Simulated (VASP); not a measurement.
# LaRe (Pm-3m) in VASP: notebook

LaRe is run at these levels: LDA, r2SCAN; tasks: single point.

Program: VASP 6.6.1. These are calculated values, not measurements. Logs are shortened: lines on timing, memory, paths and dates and some standing lists are left out, and cuts for length are marked.

## 1. The cell of the first run

Symmetry: Pm-3m, No. 221, cubic system. Conventional cell: a = 3.573 Å, b = 3.573 Å, c = 3.573 Å, α = 90.00°, β = 90.00°, γ = 90.00°. La (site symmetry m-3m) has 8 Re at 3.09 Å and 6 La at 3.57 Å within 4.1 Å. Within 4.1 Å of Re (site symmetry m-3m) lie 8 La at 3.09 Å and 6 Re at 3.57 Å.

## 2. Single point, LDA

INCAR

```
SYSTEM = LaRe
  PREC = Accurate
  ENCUT = 520
  EDIFF = 1E-6
  ISMEAR = -1
  SIGMA = 0.15
  LREAL = .False.
  LASPH = .True.
  NELM = 80
  ALGO = Normal
  ISIF = 2
  LWAVE = .False.
  LCHARG = .False.
  GGA = CA
  NBANDS = 16
```

KPOINTS

```
Automatic mesh
0
Gamma
  10 10 10
  0 0 0
```

POSCAR

```
LaRe
1.0
    3.5733472286      0.0000000000      0.0000000000
    0.0000000000      3.5733472286      0.0000000000
    0.0000000000      0.0000000000      3.5733472286
La Re
1 1
Direct
    0.0000000000      0.0000000000      0.0000000000
    0.5000000000      0.5000000000      0.5000000000
```

Potentials or basis: VASP PAW LDA potentials, release 64 (La, Re).

Run with:

```bash
$ cat potpaw_LDA.64/La/POTCAR potpaw_LDA.64/Re/POTCAR > POTCAR
$ mpirun -np 1 vasp_std > vasp.out
```

OUTCAR:

```text
SYSTEM = LaRe
   PREC = Accurate
   ENCUT = 520
   EDIFF = 1E-6
   ISMEAR = -1
   LREAL = .False.
   LASPH = .True.
   NELM = 80
   ISIF = 2
   GGA = CA

 ion  position               nearest neighbor table
   1  0.000  0.000  0.000-   2 3.09   2 3.09   2 3.09   2 3.09   2 3.09   2 3.09   2 3.09   2 3.09

   2  0.500  0.500  0.500-   1 3.09   1 3.09   1 3.09   1 3.09   1 3.09   1 3.09   1 3.09   1 3.09

  LATTYP: Found a simple cubic cell.
 ALAT       =     3.5733472286

  Lattice vectors:

 A1 = (   3.5733472286,   0.0000000000,   0.0000000000)
 A2 = (   0.0000000000,   3.5733472286,   0.0000000000)
 A3 = (   0.0000000000,   0.0000000000,   3.5733472286)

Analysis of symmetry for initial positions (statically):
=====================================================================
 Subroutine PRICEL returns:
 Original cell was already a primitive cell.

 Routine SETGRP: Setting up the symmetry group for a
 simple cubic supercell.

 Subroutine GETGRP returns: Found 48 space group operations
 (whereof 48 operations were pure point group operations)
 out of a pool of 48 trial point group operations.

The static configuration has the point symmetry O_h .

Analysis of symmetry for dynamics (positions and initial velocities):
=====================================================================
 Subroutine PRICEL returns:
 Original cell was already a primitive cell.

 Routine SETGRP: Setting up the symmetry group for a
 simple cubic supercell.

 Subroutine GETGRP returns: Found 48 space group operations
 (whereof 48 operations were pure point group operations)
 out of a pool of 48 trial point group operations.

The dynamic configuration has the point symmetry O_h .

 Subroutine INISYM returns: Found 48 space group operations
 (whereof 48 operations are pure point group operations),
 and found     1 'primitive' translations

----------------------------------------------------------------------------------------

                                     Primitive cell

  volume of cell :      45.6274

  direct lattice vectors                    reciprocal lattice vectors
     3.573347229  0.000000000  0.000000000     0.279849658  0.000000000  0.000000000
     0.000000000  3.573347229  0.000000000     0.000000000  0.279849658  0.000000000
     0.000000000  0.000000000  3.573347229     0.000000000  0.000000000  0.279849658

  length of vectors
     3.573347229  3.573347229  3.573347229     0.279849658  0.279849658  0.279849658

  position of ions in fractional coordinates (direct lattice)
     0.000000000  0.000000000  0.000000000
     0.500000000  0.500000000  0.500000000

[... 72 lines left out ...]
   LSORBIT =      F    spin-orbit coupling
   LASPH  =      T    aspherical Exc in radial PAW
   ENCUT  =  520.0 eV  38.22 Ry    6.18 a.u.   6.64  6.64  6.64*2*pi/ulx,y,z
   NELM   =     80;   NELMIN=  2; NELMDL= -5     # of ELM steps
   EDIFF  = 0.1E-05   stopping-criterion for ELM
   LREAL  =      F    real-space projection
[... 7 lines left out ...]
   TEBEG  =    0.0;   TEEND  =   0.0 temperature during run
   PSTRESS=    0.0 pullay stress
   NELECT =      18.0000    total number of electrons
   NUPDOWN=      -1.0000    fix difference up-down
   EMIN   =  10.00;   EMAX   =-10.00  energy-range for DOS
   EFERMI =   0.00;   METHOD = LEGACY
   ISMEAR =    -1;   SIGMA  =   0.15  broadening in eV -4-tet -1-fermi 0-gaus
   EFERMI_NEDOS =   21; number of points for ismear=-14 and -15
   IALGO  =     38    algorithm
   IMIX   =      4    mixing-type and parameters
     AMIX     =   0.40;   BMIX     =  1.00
     AMIX_MAG =   1.60;   BMIX_MAG =  1.00
  volume/ion in A,a.u.               =      22.81       153.95
  Fermi-wavevector in a.u.,A,eV,Ry     =   1.200670  2.268938 19.614285  1.441609
  Thomas-Fermi vector in A             =   2.336500
   LORBIT       =      0    0 simple, 1 ext, 2 COOP (PROOUT), +10 PAW based schemes
   GGA     = CA    functional components
   LHFCALC =     F    Hartree Fock is set to
   AEXX    =    0.0000 exact exchange contribution
   IVDW    =     0    specifies the selected vdW correction
   LEPSILON=     F    determine dielectric tensor
   LRPA    =     F    only Hartree local field effects (RPA)
 non-spin polarized calculation
  energy-cutoff  :      520.00
  volume of cell :       45.63
 maximum number of plane-waves:      1248
 NGX is ok and might be reduce to    28
   NGX = 13   NGY = 13   NGZ = 13

 number of electron      18.0000000 magnetization

 Free energy of the ion-electron system (eV)
  ---------------------------------------------------
  ext. energy  EPLUGINS =         0.00000000
  ---------------------------------------------------
  free energy    TOTEN  =       -17.78819799 eV

  energy without entropy =      -17.53616249  energy(sigma->0) =      -17.66218024

 E-fermi :   8.2116     XC(G=0): -11.6965

 val. band max:        8.1927532136   @ k =   0.4000   0.2000   0.1000
 cond. band min:       8.2126288853   @ k =   0.4000   0.1000   0.0000
 fundamental gap:      0.0198756717
 Fermi energy:         8.2116339614

 k-point     1 :       0.0000    0.0000    0.0000
  band No.  band energies     occupation
      1     -23.0229      2.00000
      2      -6.3554      2.00000
      3      -6.3554      2.00000
      4      -6.3554      2.00000
      5       3.1968      2.00000
      6       4.9457      2.00000
[... 433 lines left out ...]
      3      -6.4382      2.00000
      4      -6.4355      2.00000
      5       5.1767      2.00000
      6       5.8076      2.00000
[... 8 lines left out ...]
     15      11.8709      0.00000
     16      11.9057      0.00000

 [... further k-points ...]

------------------------ aborting loop because EDIFF is reached ----------------------------------------

  FORCE on cell =-STRESS in cart. coord.  units (eV):
  Direction    XX          YY          ZZ          XY          YZ          ZX
  --------------------------------------------------------------------------------------
  -------------------------------------------------------------------------------------
  Total       -1.7088957     -1.7088957     -1.7088957      0.0000000      0.0000000     -0.0000000
  in kB      -60.0068012    -60.0068012    -60.0068012      0.0000000      0.0000000     -0.0000000
  external PRESSURE =     -60.0068012 kB  Pullay stress =       0.0000000 kB

 VOLUME and BASIS-vectors are now :
 -----------------------------------------------------------------------------
  energy-cutoff  :      520.00
  volume of cell :       45.63
      direct lattice vectors                 reciprocal lattice vectors
     3.573347229  0.000000000  0.000000000     0.279849658  0.000000000  0.000000000
     0.000000000  3.573347229  0.000000000     0.000000000  0.279849658  0.000000000
     0.000000000  0.000000000  3.573347229     0.000000000  0.000000000  0.279849658

 POSITION                                       TOTAL-FORCE (eV/Angst)
 -----------------------------------------------------------------------------------
      0.00000      0.00000      0.00000         0.000000      0.000000      0.000000
      1.78667      1.78667      1.78667         0.000000      0.000000      0.000000
 -----------------------------------------------------------------------------------
    total drift:                                0.000000      0.000000      0.000000

  FREE ENERGIE OF THE ION-ELECTRON SYSTEM (eV)
  ---------------------------------------------------
  free  energy   TOTEN  =       -17.7881979901 eV

  energy  without entropy=      -17.5361624900  energy(sigma->0) =      -17.66218024
```

stdout:

```text
POSCAR found type information on POSCAR LaRe
 POSCAR found :  2 types and       2 ions
 scaLAPACK will be used
 LDA part: xc-table for (Slater(with rela. corr.)+CA(PZ))
 , standard interpolation
 POSCAR, INCAR and KPOINTS ok, starting setup
 FFT: planning ... GRIDC
 FFT: planning ... GRID_SOFT
 FFT: planning ... GRID
 WAVECAR not read
 entering main loop
```

Run time: 75 s. Hardware: 1 thread of AMD EPYC 7R43 (Zen 3), shared host; peak memory 0.16 GiB.

Results:

```
Free energy            : -17.7882 eV
Pressure               : -6.0 GPa
Band gap on the k mesh : zero (bands 9 and 10 overlap by 1.97 eV)
```

Levels at points of the mesh, in eV from the Fermi level:
| k point | band 6 | band 7 | band 8 | band 9 | band 10 | band 11 | band 12 | band 13 |
| --- | --- | --- | --- | --- | --- | --- | --- | --- |
| (0.00, 0.00, 0.00) | -3.27 | -3.27 | -0.12 | -0.12 | -0.12 | 3.31 | 3.31 | 3.31 |
| (0.50, 0.00, 0.00) | -1.60 | -1.12 | -0.11 | -0.11 | 0.12 | 0.58 | 1.32 | 2.67 |
| (0.50, 0.50, 0.00) | -2.44 | -1.55 | -1.55 | 1.35 | 1.43 | 2.48 | 2.48 | 3.36 |
| (0.50, 0.50, 0.50) | -0.92 | -0.92 | -0.09 | -0.09 | -0.09 | 1.27 | 1.51 | 1.51 |

Caveat: the cell stands under tension; spin-orbit coupling is left out, which moves the levels of the heavy elements.

(Part 1 of 3 ends here.)

The gap in the log of VASP goes by the Fermi energy; the results here count the filled bands.